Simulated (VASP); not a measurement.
Be2C:

```
Be C
1.0
     0.00000    2.16049    2.16049
     2.16049    0.00000    2.16049
     2.16049    2.16049    0.00000
Be C
2 1
Direct
  0.75000 0.75000 0.75000
  0.25000 0.25000 0.25000
  0.00000 0.00000 0.00000
```

Base run:

```yaml
Program: VASP 6.6.1
Functional: PBE
Potentials_or_basis: VASP PAW PBE potentials, release 64 (Be, C)
Cutoff: 600 eV
k_mesh: 6 × 6 × 6
Occupations: gaussian, width 0.01 eV
Spin: no spin polarisation
```

Its results: band gap on the k mesh 1.16 eV (least direct gap 4.14 eV); pressure 1.3 GPa.

Problem. The run is repeated on the same cell with these changes: functional from PBE to HSE06; cutoff from 600 eV to 520 eV. What comes out?

Solution. Band gap on the k mesh 1.90 eV (least direct gap 5.13 eV); pressure -1.9 GPa.

Caveats: the PAW data sets were made with another functional, which shifts forces and pressure a little (at least some runs).

A k mesh can miss the band edges.
